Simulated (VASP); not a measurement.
# Zn3CdTe4 (P1) in VASP: relaxation of cell and atoms with PBE

Aim: the relaxation of cell and atoms of Zn3CdTe4 with PBE.

Program: VASP 6.6.1. These are calculated values, not measurements. Logs are shortened: lines on timing, memory, paths and dates and some standing lists are left out, and cuts for length are marked.

### 1 The cell of the first run

The typed cell holds 8 atoms: a = 4.555 Å, b = 6.436 Å, c = 8.916 Å, α = 89.14°, β = 88.92°, γ = 89.65°.

### 2 Relaxation of cell and atoms, PBE

Input file INCAR:

```
ALGO = Normal
EDIFF = 1E-7
EDIFFG = -0.025
ENCUT = 600
GGA = PE
IBRION = 2
ISIF = 3
ISMEAR = 0
LASPH = True
LCHARG = False
LREAL = False
LWAVE = False
NELM = 60
NSW = 80
PREC = Accurate
SIGMA = 0.1
```

Input file KPOINTS:

```
k-points
0
Gamma
  4 2 2
```

Input file POSCAR:

```
Zn3CdTe4
1.0
   -4.5543958528     -0.0424962104     -0.0136969755
   -0.0194241464     -0.0479916820     -6.4362629725
   -0.0852065744     -8.9149344465     -0.0678533992
Zn Cd Te
3 1 4
Direct
   -0.0068787871      1.0014242126      0.2503679954
    0.5046466368      0.4972398843     -0.0167010057
   -0.0033987238      1.0016493205      0.7662320175
    0.5064107081      0.4959053070      0.4982575756
    0.5106588863      0.2337646895      0.2420719042
   -0.0022174264      0.7430585182      0.0010328518
    0.5021288033      0.2384297229      0.7549021617
   -0.0113500973      0.7885283450      0.5038364995
```

Potentials or basis: VASP PAW PBE potentials, release 64 (Zn, Cd, Te).

Launch:

```bash
> cat potpaw_PBE.64/Zn/POTCAR potpaw_PBE.64/Cd/POTCAR potpaw_PBE.64/Te/POTCAR > POTCAR
> mpirun -np 1 vasp_std > vasp.out
```

OUTCAR:

```text
EDIFF = 1E-7
   EDIFFG = -0.025
   ENCUT = 600
   GGA = PE
   IBRION = 2
   ISIF = 3
   ISMEAR = 0
   LASPH = True
   LREAL = False
   NELM = 60
   NSW = 80
   PREC = Accurate

 ion  position               nearest neighbor table
   1  0.993  0.001  0.250-   8 2.62   5 2.65   6 2.80   5 2.80
   2  0.505  0.497  0.983-   7 2.65   6 2.76   6 2.79   5 2.84
   3  0.997  0.002  0.766-   6 2.65   7 2.71   8 2.73   7 2.77
   4  0.506  0.496  0.498-   7 2.80   5 2.86   8 2.90   8 3.01
   5  0.511  0.234  0.242-   1 2.65   1 2.80   2 2.84   4 2.86
   6  0.998  0.743  0.001-   3 2.65   2 2.76   2 2.79   1 2.80
   7  0.502  0.238  0.755-   2 2.65   3 2.71   3 2.77   4 2.80
   8  0.989  0.789  0.504-   1 2.62   3 2.73   4 2.90   4 3.01

  LATTYP: Found a triclinic cell.
 ALAT       =    22.5289275458
 B/A-ratio  =     0.3957400909
 C/A-ratio  =     0.3489857203
 COS(alpha) =     0.0014034189
 COS(beta)  =     0.5829753174
 COS(gamma) =     0.7962825350

  Lattice vectors:

 A1 = (  -4.3451344112,  17.8833560466,  12.9945357679)
 A2 = (   0.0852065744,   8.9149344465,   0.0678533992)
 A3 = (  -4.5349717064,   0.0054954716,   6.4225659970)

Analysis of symmetry for initial positions (statically):
=====================================================================
 Subroutine PRICEL returns:
 Original cell was already a primitive cell.

 Routine SETGRP: Setting up the symmetry group for a
 triclinic supercell.

 Subroutine GETGRP returns: Found  1 space group operations
 (whereof  1 operations were pure point group operations)
 out of a pool of  2 trial point group operations.

The static configuration has the point symmetry C_1 .

Analysis of symmetry for dynamics (positions and initial velocities):
=====================================================================
 Subroutine PRICEL returns:
 Original cell was already a primitive cell.

 Routine SETGRP: Setting up the symmetry group for a
 triclinic supercell.

 Subroutine GETGRP returns: Found  1 space group operations
 (whereof  1 operations were pure point group operations)
 out of a pool of  2 trial point group operations.

The dynamic configuration has the point symmetry C_1 .

 Subroutine INISYM returns: Found  1 space group operations
 (whereof  1 operations are pure point group operations),
 and found     1 'primitive' translations

----------------------------------------------------------------------------------------

                                     Primitive cell

  volume of cell :     261.2857

  direct lattice vectors                    reciprocal lattice vectors
    -4.554395853 -0.042496210 -0.013696975    -0.219589574  0.002093854  0.000647092
    -0.019424146 -0.047991682 -6.436262972     0.000456298  0.001178267 -0.155379824
    -0.085206574 -8.914934447 -0.067853399     0.001044296 -0.112187648  0.000833370

  length of vectors
     4.554614706  6.436471203  8.915599836     0.219600510  0.155384962  0.112195603

  position of ions in fractional coordinates (direct lattice)
     0.993121213  0.001424213  0.250367995
     0.504646637  0.497239884  0.983298994
     0.996601276  0.001649321  0.766232018
     0.506410708  0.495905307  0.498257576
     0.510658886  0.233764689  0.242071904
     0.997782574  0.743058518  0.001032852
     0.502128803  0.238429723  0.754902162
     0.988649903  0.788528345  0.503836499

  ion indices of the primitive-cell ions
   primitive index   ion index
                 1           1
                 2           2
                 3           3
                 4           4
                 5           5
                 6           6
                 7           7
                 8           8

----------------------------------------------------------------------------------------

 KPOINTS: k-points

Automatic generation of k-mesh.
 Grid dimensions read from file:
 generate k-points for:    4    2    2

 Generating k-lattice:

  Cartesian coordinates                     Fractional coordinates (reciprocal lattice)
    -0.054897393  0.000523463  0.000161773     0.250000000 -0.000000000 -0.000000000
     0.000228149  0.000589133 -0.077689912     0.000000000  0.500000000 -0.000000000
     0.000522148 -0.056093824  0.000416685    -0.000000000  0.000000000  0.500000000

  Length of vectors
     0.054900127  0.077692481  0.056097802

  Shift w.r.t. Gamma in fractional coordinates (k-lattice)
     0.000000000  0.000000000  0.000000000

 Subroutine IBZKPT returns following result:
 ===========================================

 Found     12 irreducible k-points:

 Following reciprocal coordinates:
            Coordinates               Weight
  0.000000  0.000000  0.000000      1.000000
  0.250000 -0.000000  0.000000      2.000000
  0.500000 -0.000000  0.000000      1.000000
  0.000000  0.500000  0.000000      1.000000
  0.250000  0.500000  0.000000      2.000000
  0.500000  0.500000  0.000000      1.000000
  0.000000  0.000000  0.500000      1.000000
  0.250000 -0.000000  0.500000      2.000000
  0.500000  0.000000  0.500000      1.000000
  0.000000  0.500000  0.500000      1.000000
  0.250000  0.500000  0.500000      2.000000
  0.500000  0.500000  0.500000      1.000000
   k-points           NKPTS =     12   k-points in BZ     NKDIM =     12   number of bands    NBANDS=     43
   number of dos      NEDOS =    301   number of ions     NIONS =      8
   total plane-waves  NPLWV = 139968
   dimension x,y,z NGX =    36 NGY =   54 NGZ =   72
   dimension x,y,z NGXF=    72 NGYF=  108 NGZF=  144
   ions per type =               3   1   4
   NGX,Y,Z   is equivalent  to a cutoff of  13.14, 13.95, 13.43 a.u.
   NGXF,Y,Z  is equivalent  to a cutoff of  26.28, 27.90, 26.85 a.u.
 SYSTEM =  unknown system
   PREC   = accura    normal or accurate (medium, high low for compatibility)
   ISTART =      0    job   : 0-new  1-cont  2-samecut
   ICHARG =      2    charge: 1-file 2-atom 10-const
   ISPIN  =      1    spin polarized calculation?
   LNONCOLLINEAR =      F non collinear calculations
   LSORBIT =      F    spin-orbit coupling
   LASPH  =      T    aspherical Exc in radial PAW
   ENCUT  =  600.0 eV  44.10 Ry    6.64 a.u.   9.10 12.86 17.81*2*pi/ulx,y,z
   NELM   =     60;   NELMIN=  2; NELMDL= -5     # of ELM steps
   EDIFF  = 0.1E-06   stopping-criterion for ELM
   LREAL  =      F    real-space projection
   EDIFFG = -.3E-01   stopping-criterion for IOM
   NSW    =     80    number of steps for IOM
   IBRION =      2    ionic relax: 0-MD 1-quasi-New 2-CG
   NFREE  =      1    steps in history (QN), initial steepest desc. (CG)
   ISIF   =      3    stress and relaxation
   ISYM   =      2    0-nonsym 1-usesym 2-fastsym
   POTIM  = 0.5000    time-step for ionic-motion
   TEBEG  =    0.0;   TEEND  =   0.0 temperature during run
   PSTRESS=    0.0 pullay stress
   NELECT =      72.0000    total number of electrons
   NUPDOWN=      -1.0000    fix difference up-down
   EMIN   =  10.00;   EMAX   =-10.00  energy-range for DOS
   EFERMI =   0.00;   METHOD = LEGACY
   ISMEAR =     0;   SIGMA  =   0.10  broadening in eV -4-tet -1-fermi 0-gaus
   EFERMI_NEDOS =   21; number of points for ismear=-14 and -15
   IALGO  =     38    algorithm
   IMIX   =      4    mixing-type and parameters
     AMIX     =   0.40;   BMIX     =  1.00
     AMIX_MAG =   1.60;   BMIX_MAG =  1.00
  volume/ion in A,a.u.               =      32.66       220.41
  Fermi-wavevector in a.u.,A,eV,Ry     =   1.065321  2.013165 15.441371  1.134909
  Thomas-Fermi vector in A             =   2.200869
   LORBIT       =      0    0 simple, 1 ext, 2 COOP (PROOUT), +10 PAW based schemes
   GGA     = PE    functional components
   LHFCALC =     F    Hartree Fock is set to
   AEXX    =    0.0000 exact exchange contribution
   IVDW    =     0    specifies the selected vdW correction
   LEPSILON=     F    determine dielectric tensor
   LRPA    =     F    only Hartree local field effects (RPA)
 conjugate gradient relaxation of ions
 non-spin polarized calculation
 Gauss-broadening in eV      SIGMA  =   0.10
  energy-cutoff  :      600.00
  volume of cell :      261.29
 maximum number of plane-waves:      8742
   NGX = 19   NGY = 25   NGZ = 35

--------------------------------------- Ionic step        1  -------------------------------------------

 number of electron      72.0000000 magnetization

 Free energy of the ion-electron system (eV)
  ---------------------------------------------------
  ext. energy  EPLUGINS =         0.00000000
  ---------------------------------------------------
  free energy    TOTEN  =       -19.98736482 eV

  energy without entropy =      -19.98736445  energy(sigma->0) =      -19.98736464

------------------------ aborting loop because EDIFF is reached ----------------------------------------

  FORCE on cell =-STRESS in cart. coord.  units (eV):
  Direction    XX          YY          ZZ          XY          YZ          ZX
  --------------------------------------------------------------------------------------
  -------------------------------------------------------------------------------------
  Total       -3.6451388     -0.6808673     -3.0138468     -0.3386715     -0.8568114     -0.3409553
  in kB      -22.3516239     -4.1750098    -18.4806051     -2.0766992     -5.2538809     -2.0907035
  external PRESSURE =     -15.0024129 kB  Pullay stress =       0.0000000 kB
[... 107 lines left out ...]
  FREE ENERGIE OF THE ION-ELECTRON SYSTEM (eV)
  ---------------------------------------------------
  free  energy   TOTEN  =       -20.1428494655 eV

  energy  without entropy=      -20.1428494655  energy(sigma->0) =      -20.14284947

[... ionic steps 4 to 13 ...]

--------------------------------------- Ionic step       14  -------------------------------------------

 number of electron      72.0000020 magnetization

------------------------ aborting loop because EDIFF is reached ----------------------------------------

  FORCE on cell =-STRESS in cart. coord.  units (eV):
  Direction    XX          YY          ZZ          XY          YZ          ZX
  --------------------------------------------------------------------------------------
  -------------------------------------------------------------------------------------
  Total        0.0225014      0.0490548      0.0384570     -0.0157979     -0.0088023     -0.0010620
  in kB        0.1446811      0.3154158      0.2472736     -0.1015782     -0.0565974     -0.0068285
  external PRESSURE =       0.2357902 kB  Pullay stress =       0.0000000 kB
[... 69 lines left out ...]
  energy  without entropy=      -20.1982005605  energy(sigma->0) =      -20.19820056

--------------------------------------- Ionic step       16  -------------------------------------------

 number of electron      72.0000032 magnetization

 Free energy of the ion-electron system (eV)
  ---------------------------------------------------
  ext. energy  EPLUGINS =         0.00000000
  ---------------------------------------------------
  free energy    TOTEN  =       -20.19845183 eV

  energy without entropy =      -20.19845183  energy(sigma->0) =      -20.19845183

 E-fermi :   2.9944     XC(G=0):  -8.6485

 val. band max:        2.5679323219   @ k =   0.0000   0.0000   0.0000
 cond. band min:       3.4321117821   @ k =   0.0000   0.0000   0.0000
 fundamental gap:      0.8641794602
 Fermi energy:         2.9944274749

 k-point     1 :       0.0000    0.0000    0.0000
  band No.  band energies     occupation
      1      -8.8026      2.00000
      2      -8.1541      2.00000
      3      -8.0951      2.00000
      4      -7.8669      2.00000
      5      -5.5962      2.00000
      6      -5.5008      2.00000
[... 576 lines left out ...]
  FREE ENERGIE OF THE ION-ELECTRON SYSTEM (eV)
  ---------------------------------------------------
  free  energy   TOTEN  =       -20.1984518268 eV

  energy  without entropy=      -20.1984518268  energy(sigma->0) =      -20.19845183

 reached required accuracy - stopping structural energy minimisation
```

Run time: 43 min. Hardware: 1 thread of Oxide Virtual Turin-like, shared host; peak memory 0.47 GiB.

Results:

```yaml
Free_energy: -20.1985 eV
Relaxed_volume: 31.16 Å³/atom
Relaxed_cell: a = 4.460 Å, b = 6.249 Å, c = 8.945 Å, α = 89.96°, β = 89.92°, γ = 90.00°
Space_group_after_relaxing_to_0.1_Å: Pmm2 (No. 25)
Energy_gained_by_relaxing: 26.4 meV/atom
Ionic_steps: 16
Pressure_after_relaxing: 0.0 GPa
Largest_force_after_relaxing: 0.020 eV/Å
Band_gap_on_the_k_mesh: 0.86 eV
```

Forces in eV/Å, atoms in the order of the input:
```
Zn   0.005 -0.001 -0.004
Zn   0.002  0.004  0.009
Zn   0.001  0.001  0.004
Cd   0.001 -0.018 -0.009
Te  -0.004  0.006 -0.007
Te  -0.001  0.007 -0.003
Te  -0.002 -0.008  0.003
Te  -0.002  0.008  0.006
```

The path:
| step | energy change (eV) | largest force (eV/Å) | pressure (GPa) | volume (Å³) |
| --- | --- | --- | --- | --- |
| 1 | 0.0000 | 0.6457 | -1.50 | 261.29 |
| 2 | -0.1463 | 0.5026 | -0.01 | 249.86 |
| 3 | -0.1555 | 0.4529 | 0.56 | 246.45 |
| 4 | -0.1890 | 0.2545 | 0.19 | 248.27 |
| 5 | -0.1976 | 0.1367 | -0.07 | 249.75 |
| 6 | -0.2028 | 0.0914 | -0.02 | 249.40 |
| 7 | -0.2032 | 0.0840 | 0.00 | 249.29 |
| 8 | -0.2053 | 0.0597 | 0.01 | 249.19 |
| 9 | -0.2072 | 0.0484 | 0.05 | 248.96 |
| 10 | -0.2082 | 0.0396 | -0.05 | 249.52 |
| 11 | -0.2084 | 0.0394 | -0.12 | 249.96 |
| 12 | -0.2090 | 0.0442 | -0.07 | 249.73 |
| 13 | -0.2098 | 0.0619 | 0.05 | 249.03 |
| 14 | -0.2104 | 0.0423 | 0.02 | 249.18 |
| 15 | -0.2108 | 0.0310 | -0.03 | 249.46 |
| 16 | -0.2111 | 0.0200 | 0.00 | 249.29 |

Final structure:
```xyz
8
Lattice="-4.4596 -0.0036 0.0000 -0.0003 -0.0022 -6.2491 -0.0057 -8.9451 -0.0029" Properties=species:S:1:pos:R:3 pbc="T T T"
Zn   -0.0031   -2.1699   -6.2424
Zn   -2.2365   -8.9470   -3.1196
Zn   -4.4637   -6.7921   -0.0053
Cd   -2.2320   -4.4625   -3.1232
Te   -2.2313   -2.1301   -1.4970
Te   -0.0005   -0.0058   -4.6373
Te   -2.2336   -6.8119   -1.5089
Te   -4.4617   -4.4846   -4.8744
```

Levels at points of the mesh, in eV from the valence-band top:
```csv
k point,band 33,band 34,band 35,band 36,band 37,band 38,band 39,band 40
"(0.00, 0.00, 0.00)",-0.78,-0.03,-0.02,0.00,0.86,2.28,2.42,2.90
"(0.50, 0.00, 0.00)",-1.86,-1.85,-1.00,-0.78,2.28,2.53,2.54,2.57
"(0.00, 0.50, 0.00)",-0.94,-0.80,-0.76,-0.61,1.67,1.71,2.54,2.80
"(0.50, 0.50, 0.00)",-0.96,-0.79,-0.77,-0.73,1.62,1.75,4.21,4.35
"(0.00, 0.00, 0.50)",-0.91,-0.76,-0.31,-0.11,2.28,2.37,2.48,3.02
"(0.50, 0.00, 0.50)",-1.81,-1.77,-1.74,-1.50,2.90,3.08,3.19,3.40
"(0.00, 0.50, 0.50)",-1.11,-1.06,-0.98,-0.66,2.36,2.46,2.53,2.75
"(0.50, 0.50, 0.50)",-1.34,-1.32,-1.32,-1.28,3.19,3.20,3.21,3.24
```

Caveat: the k points lie up to 0.50 Å⁻¹ apart in the final cell; spin-orbit coupling is left out, which moves the levels of the heavy elements.
